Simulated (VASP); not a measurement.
# RbBr (R-3m) in VASP: notebook, part 2 of 2

VASP 6.6.1.

## 3. Single point, PBEsol (equal xy, yz and zx shear strains of -1 %)

Input file INCAR:

```
PREC = Accurate ; ENCUT = 520
EDIFF = 1E-6 ; ISMEAR = -1
SIGMA = 0.03 ; LREAL = F
LASPH = T ; NELM = 100
ALGO = Normal ; ISIF = 2
LWAVE = F ; LCHARG = T
GGA = PS ; LELF = T
LVHAR = T ; NBANDS = 15
```

Input file KPOINTS:

```
regular mesh
0
Gamma
  7 7 7
```

Input file POSCAR:

```
RbBr
1.0
   -0.0342750000      3.4103625000      3.4103625000
    3.4103625000     -0.0342750000      3.4103625000
    3.4103625000      3.4103625000     -0.0342750000
Rb Br
1 1
Direct
    0.0000000000      0.0000000000      0.0000000000
    0.5000000000      0.5000000000      0.5000000000
```

Potentials or basis: VASP PAW PBE potentials, release 64 (Rb_sv, Br).

Command:

```
cat potpaw_PBE.64/Rb_sv/POTCAR potpaw_PBE.64/Br/POTCAR > POTCAR
mpirun -np 1 vasp_std > vasp.out
```

OUTCAR:

```text
PREC = Accurate
   ENCUT = 520
   EDIFF = 1E-6
   ISMEAR = -1
   LREAL = F
   LASPH = T
   NELM = 100
   ISIF = 2
   GGA = PS

 ion  position               nearest neighbor table
   1  0.000  0.000  0.000-   2 3.43   2 3.43   2 3.43   2 3.43   2 3.43   2 3.43
   2  0.500  0.500  0.500-   1 3.43   1 3.43   1 3.43   1 3.43   1 3.43   1 3.43

  LATTYP: Found a trigonal (rhomboedric) cell.
 ALAT       =     4.8231026879
 COS(alpha) =     0.4899250057

  Lattice vectors:

 A1 = (  -0.0342750000,   3.4103625000,   3.4103625000)
 A2 = (   3.4103625000,  -0.0342750000,   3.4103625000)
 A3 = (   3.4103625000,   3.4103625000,  -0.0342750000)

Analysis of symmetry for initial positions (statically):
=====================================================================
 Subroutine PRICEL returns:
 Original cell was already a primitive cell.

 Routine SETGRP: Setting up the symmetry group for a
 trigonal (rhombohedral) supercell.

 Subroutine GETGRP returns: Found 12 space group operations
 (whereof 12 operations were pure point group operations)
 out of a pool of 12 trial point group operations.

[... 175 lines left out ...]
      6      -1.8538      2.00000
      7      -1.8538      2.00000
      8      -1.8303      2.00000
      9       2.3638      0.00000
     10       5.3137      0.00000
     11       5.3137      0.00000
     12       5.4359      0.00000
     13       6.2458      0.00000
     14       6.2458      0.00000
[... 401 lines left out ...]
      2     -14.0442      2.00000
      3     -10.3540      2.00000
      4     -10.3162      2.00000
      5     -10.2885      2.00000
      6      -2.5660      2.00000
      7      -2.1387      2.00000
      8      -2.0316      2.00000
      9       4.4682      0.00000
     10       4.5843      0.00000
     11       6.9985      0.00000
     12       7.0674      0.00000
     13       7.4615      0.00000
     14       7.8931      0.00000
     15       9.2668      0.00000

 [... further k-points ...]

------------------------ aborting loop because EDIFF is reached ----------------------------------------

  FORCE on cell =-STRESS in cart. coord.  units (eV):
  Direction    XX          YY          ZZ          XY          YZ          ZX
  --------------------------------------------------------------------------------------
  -------------------------------------------------------------------------------------
  Total       -0.0160323     -0.0160323     -0.0160323      0.0195310      0.0195310      0.0195310
  in kB       -0.3189888     -0.3189888     -0.3189888      0.3886030      0.3886030      0.3886030
  external PRESSURE =      -0.3189888 kB  Pullay stress =       0.0000000 kB

 VOLUME and BASIS-vectors are now :
 -----------------------------------------------------------------------------
  energy-cutoff  :      520.00
  volume of cell :       80.52
      direct lattice vectors                 reciprocal lattice vectors
    -0.034275000  3.410362500  3.410362500    -0.144420058  0.145886251  0.145886251
     3.410362500 -0.034275000  3.410362500     0.145886251 -0.144420058  0.145886251
     3.410362500  3.410362500 -0.034275000     0.145886251  0.145886251 -0.144420058

 POSITION                                       TOTAL-FORCE (eV/Angst)
 -----------------------------------------------------------------------------------
      0.00000      0.00000      0.00000         0.000000     -0.000000      0.000000
      3.39323      3.39323      3.39323        -0.000000      0.000000     -0.000000
 -----------------------------------------------------------------------------------
    total drift:                                0.000000      0.000000      0.000000

  FREE ENERGIE OF THE ION-ELECTRON SYSTEM (eV)
  ---------------------------------------------------
  free  energy   TOTEN  =        -6.3550959720 eV

  energy  without entropy=       -6.3550959720  energy(sigma->0) =       -6.35509597
```

OSZICAR:

```text
N       E                     dE             d eps       ncg     rms          rms(c)
DAV:   1     0.823746171601E+02    0.82375E+02   -0.65987E+03  1320   0.910E+02
DAV:   2    -0.655590001522E+00   -0.83030E+02   -0.76208E+02  1833   0.161E+02
DAV:   3    -0.640374291198E+01   -0.57482E+01   -0.57208E+01  1777   0.441E+01
DAV:   4    -0.655880027729E+01   -0.15506E+00   -0.15502E+00  1920   0.679E+00
DAV:   5    -0.656019047244E+01   -0.13902E-02   -0.13902E-02  1849   0.567E-01    0.277E+00
DAV:   6    -0.636133432506E+01    0.19886E+00   -0.23650E-01  1684   0.227E+00    0.181E+00
DAV:   7    -0.634468504741E+01    0.16649E-01   -0.10281E-01  1747   0.159E+00    0.922E-01
DAV:   8    -0.635443816342E+01   -0.97531E-02   -0.12019E-02  1457   0.636E-01    0.107E-01
DAV:   9    -0.635470910934E+01   -0.27095E-03   -0.52803E-04  1839   0.116E-01    0.599E-02
DAV:  10    -0.635508647220E+01   -0.37736E-03   -0.49724E-04  1439   0.116E-01    0.205E-02
DAV:  11    -0.635508961170E+01   -0.31395E-05   -0.23269E-05  1839   0.248E-02    0.742E-03
DAV:  12    -0.635509575084E+01   -0.61391E-05   -0.90787E-06  1460   0.166E-02    0.161E-03
DAV:  13    -0.635509597203E+01   -0.22120E-06   -0.35273E-07  1444   0.338E-03
   1 F= -.63550960E+01 E0= -.63550960E+01  d E =-.665822E-11
```

Run time: 44 s. Hardware: 1 thread of Intel Xeon 6975P-C, shared host; peak memory 0.23 GiB.

What came out:

```yaml
Free_energy: -6.3551 eV
Pressure: 0.0 GPa
Band_gap_on_the_k_mesh: 4.19 eV, direct
```

Caveat: the cell differs from its parent crystal (equal xy, yz and zx shear strains of -1 %); the PAW data sets were made with another functional, which shifts forces and pressure a little. A k mesh can miss the band edges.

## 4. Single point, PBEsol (equal xy, yz and zx shear strains of +1 %)

Input file INCAR:

```
SYSTEM = RbBr
PREC = Accurate ; ENCUT = 520
EDIFF = 1E-6 ; ISMEAR = -1
SIGMA = 0.03 ; LREAL = .False.
LASPH = .True. ; NELM = 100
ALGO = Normal ; ISIF = 2
LWAVE = .False. ; LCHARG = .False.
GGA = PS ; NBANDS = 15
```

Input file KPOINTS:

```
regular mesh
0
Gamma
  7 7 7
  0 0 0
```

Input file POSCAR:

```
RbBr
1.0
    0.0342750000      3.4446375000      3.4446375000
    3.4446375000      0.0342750000      3.4446375000
    3.4446375000      3.4446375000      0.0342750000
Rb Br
1 1
Direct
    0.0000000000      0.0000000000      0.0000000000
    0.5000000000      0.5000000000      0.5000000000
```

Potentials or basis: VASP PAW PBE potentials, release 64 (Rb_sv, Br).

Command:

```
cat potpaw_PBE.64/Rb_sv/POTCAR potpaw_PBE.64/Br/POTCAR > POTCAR
mpirun -np 1 vasp_std > vasp.out
```

OUTCAR:

```text
SYSTEM = RbBr
   PREC = Accurate
   ENCUT = 520
   EDIFF = 1E-6
   ISMEAR = -1
   LREAL = .False.
   LASPH = .True.
   NELM = 100
   ISIF = 2
   GGA = PS

 ion  position               nearest neighbor table
   1  0.000  0.000  0.000-   2 3.43   2 3.43   2 3.43   2 3.43   2 3.43   2 3.43
   2  0.500  0.500  0.500-   1 3.43   1 3.43   1 3.43   1 3.43   1 3.43   1 3.43

  LATTYP: Found a trigonal (rhomboedric) cell.
 ALAT       =     4.8715736460
 COS(alpha) =     0.5099250056

  Lattice vectors:

 A1 = (   0.0342750000,   3.4446375000,   3.4446375000)
 A2 = (   3.4446375000,   0.0342750000,   3.4446375000)
 A3 = (   3.4446375000,   3.4446375000,   0.0342750000)

Analysis of symmetry for initial positions (statically):
=====================================================================
 Subroutine PRICEL returns:
 Original cell was already a primitive cell.

 Routine SETGRP: Setting up the symmetry group for a
 trigonal (rhombohedral) supercell.

 Subroutine GETGRP returns: Found 12 space group operations
 (whereof 12 operations were pure point group operations)
 out of a pool of 12 trial point group operations.

The static configuration has the point symmetry D_3d.

Analysis of symmetry for dynamics (positions and initial velocities):
=====================================================================
 Subroutine PRICEL returns:
 Original cell was already a primitive cell.

 Routine SETGRP: Setting up the symmetry group for a
 trigonal (rhombohedral) supercell.

 Subroutine GETGRP returns: Found 12 space group operations
 (whereof 12 operations were pure point group operations)
 out of a pool of 12 trial point group operations.

The dynamic configuration has the point symmetry D_3d.

 Subroutine INISYM returns: Found 12 space group operations
 (whereof 12 operations are pure point group operations),
 and found     1 'primitive' translations

----------------------------------------------------------------------------------------

                                     Primitive cell

  volume of cell :      80.5248

  direct lattice vectors                    reciprocal lattice vectors
     0.034275000  3.444637500  3.444637500    -0.147337782  0.145886179  0.145886179
     3.444637500  0.034275000  3.444637500     0.145886179 -0.147337782  0.145886179
     3.444637500  3.444637500  0.034275000     0.145886179  0.145886179 -0.147337782

  length of vectors
     4.871573646  4.871573646  4.871573646     0.253523128  0.253523128  0.253523128

  position of ions in fractional coordinates (direct lattice)
     0.000000000  0.000000000  0.000000000
     0.500000000  0.500000000  0.500000000

  ion indices of the primitive-cell ions
   primitive index   ion index
                 1           1
                 2           2

----------------------------------------------------------------------------------------

 KPOINTS: regular mesh

Automatic generation of k-mesh.
 Grid dimensions read from file:
[... 25 lines left out ...]
  0.428571 -0.000000 -0.000000      6.000000
  0.142857  0.142857  0.000000      6.000000
  0.285714  0.142857  0.000000     12.000000
[... 16 lines left out ...]
  0.285714  0.285714  0.142857      6.000000
  0.428571  0.285714  0.142857     12.000000
 [... further k-points ...]
   k-points           NKPTS =     44   k-points in BZ     NKDIM =     44   number of bands    NBANDS=     15
   number of dos      NEDOS =    301   number of ions     NIONS =      2
   total plane-waves  NPLWV =  46656
   dimension x,y,z NGX =    36 NGY =   36 NGZ =   36
   dimension x,y,z NGXF=    72 NGYF=   72 NGZF=   72
   ions per type =               1   1
   NGX,Y,Z   is equivalent  to a cutoff of  12.29, 12.29, 12.29 a.u.
   NGXF,Y,Z  is equivalent  to a cutoff of  24.57, 24.57, 24.57 a.u.
 SYSTEM =  RbBr
   PREC   = accura    normal or accurate (medium, high low for compatibility)
   ISTART =      0    job   : 0-new  1-cont  2-samecut
   ICHARG =      2    charge: 1-file 2-atom 10-const
   ISPIN  =      1    spin polarized calculation?
   LNONCOLLINEAR =      F non collinear calculations
   LSORBIT =      F    spin-orbit coupling
   LASPH  =      T    aspherical Exc in radial PAW
   ENCUT  =  520.0 eV  38.22 Ry    6.18 a.u.   9.06  9.06  9.06*2*pi/ulx,y,z
   NELM   =    100;   NELMIN=  2; NELMDL= -5     # of ELM steps
   EDIFF  = 0.1E-05   stopping-criterion for ELM
   LREAL  =      F    real-space projection
   EDIFFG = 0.1E-04   stopping-criterion for IOM
   NSW    =      0    number of steps for IOM
   IBRION =     -1    ionic relax: 0-MD 1-quasi-New 2-CG
   NFREE  =      0    steps in history (QN), initial steepest desc. (CG)
   ISIF   =      2    stress and relaxation
   ISYM   =      2    0-nonsym 1-usesym 2-fastsym
   POTIM  = 0.5000    time-step for ionic-motion
   TEBEG  =    0.0;   TEEND  =   0.0 temperature during run
   PSTRESS=    0.0 pullay stress
   NELECT =      16.0000    total number of electrons
   NUPDOWN=      -1.0000    fix difference up-down
   EMIN   =  10.00;   EMAX   =-10.00  energy-range for DOS
   EFERMI =   0.00;   METHOD = LEGACY
   ISMEAR =    -1;   SIGMA  =   0.03  broadening in eV -4-tet -1-fermi 0-gaus
   EFERMI_NEDOS =   21; number of points for ismear=-14 and -15
   IALGO  =     38    algorithm
   IMIX   =      4    mixing-type and parameters
     AMIX     =   0.40;   BMIX     =  1.00
     AMIX_MAG =   1.60;   BMIX_MAG =  1.00
  volume/ion in A,a.u.               =      40.26       271.70
  Fermi-wavevector in a.u.,A,eV,Ry     =   0.955296  1.805249 12.416560  0.912591
  Thomas-Fermi vector in A             =   2.084121
   LORBIT       =      0    0 simple, 1 ext, 2 COOP (PROOUT), +10 PAW based schemes
   GGA     = PS    functional components
   LHFCALC =     F    Hartree Fock is set to
   AEXX    =    0.0000 exact exchange contribution
   IVDW    =     0    specifies the selected vdW correction
   LEPSILON=     F    determine dielectric tensor
   LRPA    =     F    only Hartree local field effects (RPA)
 non-spin polarized calculation
  energy-cutoff  :      520.00
  volume of cell :       80.52
 maximum number of plane-waves:      2183
   NGX = 19   NGY = 19   NGZ = 19

 number of electron      15.9999999 magnetization

 Free energy of the ion-electron system (eV)
  ---------------------------------------------------
  ext. energy  EPLUGINS =         0.00000000
  ---------------------------------------------------
  free energy    TOTEN  =        -6.35508545 eV

  energy without entropy =       -6.35508545  energy(sigma->0) =       -6.35508545

 E-fermi :  -1.1726     XC(G=0):  -7.4039

 val. band max:       -1.8378424344   @ k =   0.0000   0.0000   0.0000
 cond. band min:       2.3637627340   @ k =   0.0000   0.0000   0.0000
 fundamental gap:      4.2016051684
 Fermi energy:        -1.1725954459

 k-point     1 :       0.0000    0.0000    0.0000
  band No.  band energies     occupation
      1     -26.2031      2.00000
      2     -14.0390      2.00000
      3     -10.2911      2.00000
      4     -10.2901      2.00000
      5     -10.2901      2.00000
      6      -1.8622      2.00000
      7      -1.8378      2.00000
      8      -1.8378      2.00000
      9       2.3638      0.00000
     10       5.2761      0.00000
     11       5.3936      0.00000
     12       5.3936      0.00000
     13       6.2458      0.00000
     14       6.2458      0.00000
[... 401 lines left out ...]
      2     -14.0465      2.00000
      3     -10.3547      2.00000
      4     -10.3175      2.00000
      5     -10.2804      2.00000
      6      -2.5611      2.00000
      7      -2.1201      2.00000
      8      -2.0359      2.00000
      9       4.4481      0.00000
     10       4.5997      0.00000
     11       7.0443      0.00000
     12       7.0597      0.00000
     13       7.3951      0.00000
     14       7.8856      0.00000
     15       9.2315      0.00000

 [... further k-points ...]

------------------------ aborting loop because EDIFF is reached ----------------------------------------

  FORCE on cell =-STRESS in cart. coord.  units (eV):
  Direction    XX          YY          ZZ          XY          YZ          ZX
  --------------------------------------------------------------------------------------
  -------------------------------------------------------------------------------------
  Total       -0.0159358     -0.0159358     -0.0159358     -0.0207678     -0.0207678     -0.0207678
  in kB       -0.3170700     -0.3170700     -0.3170700     -0.4132107     -0.4132107     -0.4132107
  external PRESSURE =      -0.3170700 kB  Pullay stress =       0.0000000 kB

 VOLUME and BASIS-vectors are now :
 -----------------------------------------------------------------------------
  energy-cutoff  :      520.00
  volume of cell :       80.52
      direct lattice vectors                 reciprocal lattice vectors
     0.034275000  3.444637500  3.444637500    -0.147337782  0.145886179  0.145886179
     3.444637500  0.034275000  3.444637500     0.145886179 -0.147337782  0.145886179
     3.444637500  3.444637500  0.034275000     0.145886179  0.145886179 -0.147337782

 POSITION                                       TOTAL-FORCE (eV/Angst)
 -----------------------------------------------------------------------------------
      0.00000      0.00000      0.00000        -0.000000      0.000000     -0.000000
      3.46177      3.46177      3.46177         0.000000     -0.000000      0.000000
 -----------------------------------------------------------------------------------
    total drift:                                0.000000      0.000000      0.000000

  FREE ENERGIE OF THE ION-ELECTRON SYSTEM (eV)
  ---------------------------------------------------
  free  energy   TOTEN  =        -6.3550854452 eV

  energy  without entropy=       -6.3550854452  energy(sigma->0) =       -6.35508545
```

stdout:

```text
POSCAR found type information on POSCAR RbBr
 POSCAR found :  2 types and       2 ions
 scaLAPACK will be used
 -----------------------------------------------------------------------------
|                                                                             |
|                                                                             |
|     You enforced a specific xc type in the INCAR file but a different       |
|     I HOPE YOU KNOW WHAT YOU ARE DOING!                                     |
|                                                                             |
 -----------------------------------------------------------------------------

 LDA part: xc-table for (Slater+PW92), standard interpolation
 POSCAR, INCAR and KPOINTS ok, starting setup
 FFT: planning ... GRIDC
 FFT: planning ... GRID_SOFT
 FFT: planning ... GRID
 WAVECAR not read
 entering main loop
```

It took 39 s on 1 thread of Intel Xeon 6975P-C, shared host; peak memory 0.23 GiB.

What came out:

```
Free energy            : -6.3551 eV
Pressure               : 0.0 GPa
Band gap on the k mesh : 4.20 eV, direct
```

Levels at points of the mesh, in eV from the valence-band top:
```tsv
k point	band 4	band 5	band 6	band 7	band 8	band 9	band 10	band 11	band 12	band 13
(0.00, 0.00, 0.00)	-8.45	-8.45	-0.02	0.00	0.00	4.20	7.11	7.23	7.23	8.08
```

Caveat: the cell differs from its parent crystal (equal xy, yz and zx shear strains of +1 %); the PAW data sets were made with another functional, which shifts forces and pressure a little. A k mesh can miss the band edges.

## 5. Single point, PBEsol (equal xy, yz and zx shear strains of +2 %)

Input file INCAR:

```
ALGO     = Normal         # electronic algorithm
EDIFF    = 1E-6           # SCF threshold, eV
ENCUT    = 520            # plane-wave cutoff, eV
GGA      = PS             # functional
ISIF     = 2              # what is computed and relaxed
ISMEAR   = -1             # smearing method
LASPH    = T              # aspherical terms in the spheres
LCHARG   = F              # write CHGCAR
LREAL    = F              # projectors in reciprocal space
LWAVE    = F              # write WAVECAR
NBANDS   = 15             # bands
NELM     = 60             # most SCF steps
PREC     = Accurate       # precision mode
SIGMA    = 0.03           # smearing width, eV
```

Input file KPOINTS:

```
k-points
0
Gamma
  7 7 7
```

Input file POSCAR:

```
RbBr
1.0
    0.0685500000      3.4617750000      3.4617750000
    3.4617750000      0.0685500000      3.4617750000
    3.4617750000      3.4617750000      0.0685500000
Rb Br
1 1
Direct
    0.0000000000      0.0000000000      0.0000000000
    0.5000000000      0.5000000000      0.5000000000
```

Command:

```
cat potpaw_PBE.64/Rb_sv/POTCAR potpaw_PBE.64/Br/POTCAR > POTCAR
mpirun -np 1 vasp_std > vasp.out
```

Run time: 44 s. Hardware: 1 thread of Intel Xeon 6975P-C, shared host; peak memory 0.23 GiB.

It converged, with:

```
Free energy            : -6.3542 eV
Pressure               : 0.0 GPa
Band gap on the k mesh : 4.19 eV, direct
```

Stress tensor (GPa, compression positive):
```
-0.03 -0.09 -0.09
-0.09 -0.03 -0.09
-0.09 -0.09 -0.03
```

Levels at points of the mesh, in eV from the valence-band top:
```csv
k point,band 5,band 6,band 7,band 8,band 9,band 10,band 11,band 12
"(0.00, 0.00, 0.00)",-8.46,-0.05,0.00,0.00,4.19,7.03,7.26,7.26
```

Caveat: the cell differs from its parent crystal (equal xy, yz and zx shear strains of +2 %); the PAW data sets were made with another functional, which shifts forces and pressure a little. A k mesh can miss the band edges.

## 6. The runs side by side

| cell | gap on the mesh (eV) | pressure (GPa) |
| --- | --- | --- |
| a = 4.799 Å, angles 61.3°, 2 atoms | 4.18 | 0.0 |
| a = 4.823 Å, angles 60.7°, 2 atoms | 4.19 | 0.0 |
| a = 4.872 Å, angles 59.3°, 2 atoms | 4.20 | 0.0 |
| a = 4.896 Å, angles 58.7°, 2 atoms | 4.19 | 0.0 |

Alike in all rows: task single point; level PBEsol; potentials or basis VASP PAW PBE potentials, release 64 (Rb_sv, Br); no spin polarisation; k mesh 7 × 7 × 7; cutoff (eV) 520; smearing fermi-dirac 0.03 eV.

Caveats: the PAW data sets were made with another functional, which shifts forces and pressure a little.

Absolute energies hang on the potentials; compare differences alone.
